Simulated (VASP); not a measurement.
# HfB3 (Pm-3m) in VASP: elastic constants with PBE

Aim: the elastic constants of HfB3 with PBE.

Everything below comes from runs of VASP 6.6.1. Logs are shortened: lines on timing, memory, paths and dates and some standing lists are left out, and cuts for length are marked.

### Step 1. The cell of the first run

The structure is cubic, space group Pm-3m (No. 221). The conventional cell has a = 3.392 Å, b = 3.392 Å, c = 3.392 Å, α = 90.00°, β = 90.00°, γ = 90.00°. Within 3.2 Å of Hf (site symmetry m-3m) lie 12 B at 2.40 Å. B (site symmetry 4/mmm) has 4 Hf at 2.40 Å and 8 B at 2.40 Å within 3.2 Å.

### Step 2. Elastic constants, PBE

File INCAR:

```
  PREC = Accurate
  ENCUT = 600
  EDIFF = 1E-8
  ISMEAR = -1
  SIGMA = 0.15
  LREAL = False
  LASPH = True
  NELM = 100
  ALGO = Normal
  ISIF = 3
  LWAVE = False
  LCHARG = False
  GGA = PE
  NBANDS = 18
  IBRION = 6
  NFREE = 2
  POTIM = 0.015
  NSW = 1
```

File KPOINTS:

```
regular mesh
0
Gamma
  12 12 12
```

File POSCAR:

```
HfB3
1.0
    3.3920245134      0.0000000000      0.0000000000
    0.0000000000      3.3920245134      0.0000000000
    0.0000000000      0.0000000000      3.3920245134
Hf B
1 3
Direct
    0.0000000000      0.0000000000      0.0000000000
    0.5000000000      0.5000000000      0.0000000000
    0.5000000000      0.0000000000      0.5000000000
    0.0000000000      0.5000000000      0.5000000000
```

Potentials or basis: VASP PAW PBE potentials, release 64 (Hf_pv, B).

Command:

```sh
$ cat potpaw_PBE.64/Hf_pv/POTCAR potpaw_PBE.64/B/POTCAR > POTCAR
$ mpirun -np 1 vasp_std > vasp.out
```

OUTCAR:

```text
PREC = Accurate
   ENCUT = 600
   EDIFF = 1E-8
   ISMEAR = -1
   LREAL = False
   LASPH = True
   NELM = 100
   ISIF = 3
   GGA = PE
   IBRION = 6
   NFREE = 2
   POTIM = 0.015
   NSW = 1

 ion  position               nearest neighbor table
   1  0.000  0.000  0.000-   2 2.40   3 2.40   4 2.40   3 2.40   4 2.40   2 2.40   4 2.40   4 2.40
                             2 2.40   3 2.40   3 2.40   2 2.40
   2  0.500  0.500  0.000-   1 2.40   1 2.40   1 2.40   1 2.40
   3  0.500  0.000  0.500-   1 2.40   1 2.40   1 2.40   1 2.40
   4  0.000  0.500  0.500-   1 2.40   1 2.40   1 2.40   1 2.40

  LATTYP: Found a simple cubic cell.
 ALAT       =     3.3920245134

  Lattice vectors:

 A1 = (   3.3920245134,   0.0000000000,   0.0000000000)
 A2 = (   0.0000000000,   3.3920245134,   0.0000000000)
 A3 = (   0.0000000000,   0.0000000000,   3.3920245134)

Analysis of symmetry for initial positions (statically):
=====================================================================
 Subroutine PRICEL returns:
 Original cell was already a primitive cell.

 Routine SETGRP: Setting up the symmetry group for a
 simple cubic supercell.

 Subroutine GETGRP returns: Found 48 space group operations
 (whereof 48 operations were pure point group operations)
 out of a pool of 48 trial point group operations.

The static configuration has the point symmetry O_h .

Analysis of symmetry for dynamics (positions and initial velocities):
=====================================================================
 Subroutine PRICEL returns:
 Original cell was already a primitive cell.

 Routine SETGRP: Setting up the symmetry group for a
 simple cubic supercell.

 Subroutine GETGRP returns: Found 48 space group operations
 (whereof 48 operations were pure point group operations)
 out of a pool of 48 trial point group operations.

The dynamic configuration has the point symmetry O_h .

 Subroutine INISYM returns: Found 48 space group operations
 (whereof 48 operations are pure point group operations),
 and found     1 'primitive' translations

----------------------------------------------------------------------------------------

                                     Primitive cell

  volume of cell :      39.0281

  direct lattice vectors                    reciprocal lattice vectors
     3.392024513  0.000000000  0.000000000     0.294809190  0.000000000  0.000000000
     0.000000000  3.392024513  0.000000000     0.000000000  0.294809190  0.000000000
     0.000000000  0.000000000  3.392024513     0.000000000  0.000000000  0.294809190

  length of vectors
     3.392024513  3.392024513  3.392024513     0.294809190  0.294809190  0.294809190

  position of ions in fractional coordinates (direct lattice)
     0.000000000  0.000000000  0.000000000
     0.500000000  0.500000000  0.000000000
     0.500000000  0.000000000  0.500000000
     0.000000000  0.500000000  0.500000000

  ion indices of the primitive-cell ions
   primitive index   ion index
                 1           1
                 2           2
                 3           3
                 4           4

[... 111 lines left out ...]

 number of electron      19.0000004 magnetization

 Free energy of the ion-electron system (eV)
  ---------------------------------------------------
  ext. energy  EPLUGINS =         0.00000000
  ---------------------------------------------------
  free energy    TOTEN  =       -28.26600832 eV

  energy without entropy =      -28.16311892  energy(sigma->0) =      -28.21456362

------------------------ aborting loop because EDIFF is reached ----------------------------------------

  FORCE on cell =-STRESS in cart. coord.  units (eV):
  Direction    XX          YY          ZZ          XY          YZ          ZX
  --------------------------------------------------------------------------------------
  -------------------------------------------------------------------------------------
  Total        0.2125594      0.2125594      0.2125594      0.0000000      0.0000000      0.0000000
  in kB        8.7259757      8.7259757      8.7259757      0.0000000      0.0000000      0.0000000
  external PRESSURE =       8.7259757 kB  Pullay stress =       0.0000000 kB
[... 95 lines left out ...]
  FREE ENERGIE OF THE ION-ELECTRON SYSTEM (eV)
  ---------------------------------------------------
  free  energy   TOTEN  =       -28.2539732091 eV

  energy  without entropy=      -28.1523261933  energy(sigma->0) =      -28.20314970

[... ionic steps 4 to 16 ...]

--------------------------------------- Ionic step       17  -------------------------------------------

 number of electron      19.0000004 magnetization

------------------------ aborting loop because EDIFF is reached ----------------------------------------
[... 71 lines left out ...]
--------------------------------------- Ionic step       19  -------------------------------------------

 number of electron      19.0000004 magnetization

 Free energy of the ion-electron system (eV)
  ---------------------------------------------------
  ext. energy  EPLUGINS =         0.00000000
  ---------------------------------------------------
  free energy    TOTEN  =       -28.26668464 eV

  energy without entropy =      -28.16377833  energy(sigma->0) =      -28.21523148

 E-fermi :   7.1278     XC(G=0): -12.3062

 val. band max:        7.1235074222   @ k =   0.5000   0.0833   0.0833
 cond. band min:       7.1514905330   @ k =   0.1667   0.1667   0.0833
 fundamental gap:      0.0279831108
 Fermi energy:         7.1277820487

 k-point     1 :       0.0000    0.0000    0.0000
  band No.  band energies     occupation
      1     -22.7667      2.00000
      2     -22.7666      2.00000
      3     -22.7666      2.00000
      4      -6.3471      2.00000
      5       2.2190      2.00000
      6       2.2191      2.00000
[... 481 lines left out ...]
      5      -1.2133      2.00000
      6       0.5249      2.00000
[... 10 lines left out ...]
     17      15.7763      0.00000
     18      16.3458      0.00000

 [... further k-points ...]
[... 5 lines left out ...]
  --------------------------------------------------------------------------------------
  -------------------------------------------------------------------------------------
  Total        0.2092269      0.2092269      0.2184182      0.0000000      0.0000000      0.0000000
  in kB        8.5891704      8.5891704      8.9664901      0.0000000      0.0000000      0.0000000
  external PRESSURE =       8.7149436 kB  Pullay stress =       0.0000000 kB
[... 19 lines left out ...]
  FREE ENERGIE OF THE ION-ELECTRON SYSTEM (eV)
  ---------------------------------------------------
  free  energy   TOTEN  =       -28.2666846372 eV

  energy  without entropy=      -28.1637783262  energy(sigma->0) =      -28.21523148

 INTERNAL STRAIN TENSORS FROM STRAINED CELLS
 ============================================

 INTERNAL STRAIN TENSOR FOR ION    1 for displacements in x,y,z  (eV/Angst):
          X           Y           Z          XY          YZ          ZX
  --------------------------------------------------------------------------------
  x     0.00000     0.00000     0.00000     0.00000     0.00000    -0.00000
  y     0.00000     0.00000     0.00000     0.00000     0.00000     0.00000
  z     0.00000     0.00000     0.00000     0.00000     0.00000     0.00000

 INTERNAL STRAIN TENSORS FROM DISPLACED ATOMS
 ============================================

 INTERNAL STRAIN TENSOR FOR ION    1 for displacements in x,y,z  (eV/Angst):
          X           Y           Z          XY          YZ          ZX
  --------------------------------------------------------------------------------
  x     0.00000     0.00000     0.00000     0.00000     0.00000     0.00000
  y     0.00000     0.00000     0.00000     0.00000     0.00000     0.00000
  z     0.00000     0.00000     0.00000     0.00000     0.00000     0.00000

 INTERNAL STRAIN TENSOR FOR ION    4 for displacements in x,y,z  (eV/Angst):
          X           Y           Z          XY          YZ          ZX
  --------------------------------------------------------------------------------
  x     0.00000     0.00000     0.00000     0.00000     0.00000     0.00000
  y     0.00000     0.00000     0.00000     0.00000     0.00000     0.00000
  z     0.00000     0.00000     0.00000     0.00000     0.00000     0.00000

 Eigenvectors and eigenvalues of the dynamical matrix
 ----------------------------------------------------

   1 f  =   15.974130 THz   100.368419 2PiTHz  532.839621 cm-1    66.063663 meV
             X         Y         Z           dx          dy          dz
      0.000000  0.000000  0.000000     0.131213   -0.335320    0.000458
      1.696012  1.696012  0.000000    -0.236655    0.604781   -0.000208
      1.696012  0.000000  1.696012    -0.236655    0.152480   -0.000826
      0.000000  1.696012  1.696012    -0.059666    0.604781   -0.000826
[... 71 lines left out ...]
  12 f/i=   12.443329 THz    78.183740 2PiTHz  415.064766 cm-1    51.461449 meV
             X         Y         Z           dx          dy          dz
      0.000000  0.000000  0.000000    -0.035825    0.151290    0.000000
      1.696012  1.696012  0.000000    -0.037823    0.159726    0.000000
      1.696012  0.000000  1.696012    -0.037823   -0.934340    0.000000
      0.000000  1.696012  1.696012     0.221250    0.159726   -0.000000

--------------------------------------------------------------------------------------------------------

 ELASTIC MODULI CONTR FROM IONIC RELAXATION (kBar)
 Direction    XX          YY          ZZ          XY          YZ          ZX
 --------------------------------------------------------------------------------
 XX           0.0000      0.0000      0.0000      0.0000      0.0000      0.0000
 YY           0.0000      0.0000      0.0000      0.0000      0.0000      0.0000
 ZZ           0.0000      0.0000      0.0000      0.0000      0.0000      0.0000
 XY           0.0000      0.0000      0.0000      0.0000      0.0000      0.0000
 YZ           0.0000      0.0000      0.0000      0.0000      0.0000      0.0000
 ZX           0.0000      0.0000      0.0000      0.0000      0.0000      0.0000
 --------------------------------------------------------------------------------

 TOTAL ELASTIC MODULI (kBar)
 Direction    XX          YY          ZZ          XY          YZ          ZX
 --------------------------------------------------------------------------------
 XX        3083.5090   1445.4003   1445.4003      0.0000     -0.0000      0.0000
 YY        1445.4003   3083.5090   1445.4003      0.0000     -0.0000     -0.0000
 ZZ        1445.4003   1445.4003   3083.5090     -0.0000     -0.0000      0.0000
 XY           0.0000      0.0000     -0.0000    426.4757      0.0000      0.0000
 YZ          -0.0000     -0.0000     -0.0000      0.0000    426.4757      0.0000
 ZX           0.0000     -0.0000      0.0000      0.0000      0.0000    426.4757
 --------------------------------------------------------------------------------
```

Wall time 36 min (1 thread of Intel Xeon Platinum 8488C (Sapphire Rapids), shared host); peak memory 0.73 GiB.

What came out:

```yaml
Elastic_constants_C11_C12_C44: 308, 145, 43 GPa
Voigt_bulk_modulus: 199 GPa
Highest_phonon_frequency_at_Γ: 533 cm⁻¹
Most_unstable_mode: 415i cm⁻¹
```

Phonon frequencies in cm⁻¹ (negative: imaginary):
| q point | frequencies |
| --- | --- |
| (0.000, 0.000, 0.000) | -415 -415 -415 0 0 0 478 478 478 533 533 533 |

Elastic tensor in Voigt notation (GPa, in the Cartesian axes of the cell as first typed):
```
308 145 145   0   0   0
145 308 145   0   0   0
145 145 308   0   0   0
  0   0   0  43   0   0
  0   0   0   0  43   0
  0   0   0   0   0  43
```

Clamped-ion elastic tensor (GPa):
```
308 145 145   0   0   0
145 308 145   0   0   0
145 145 308   0   0   0
  0   0   0  43   0   0
  0   0   0   0  43   0
  0   0   0   0   0  43
```

Caveat: some modes are imaginary; spin-orbit coupling is left out, which moves the levels of the heavy elements.
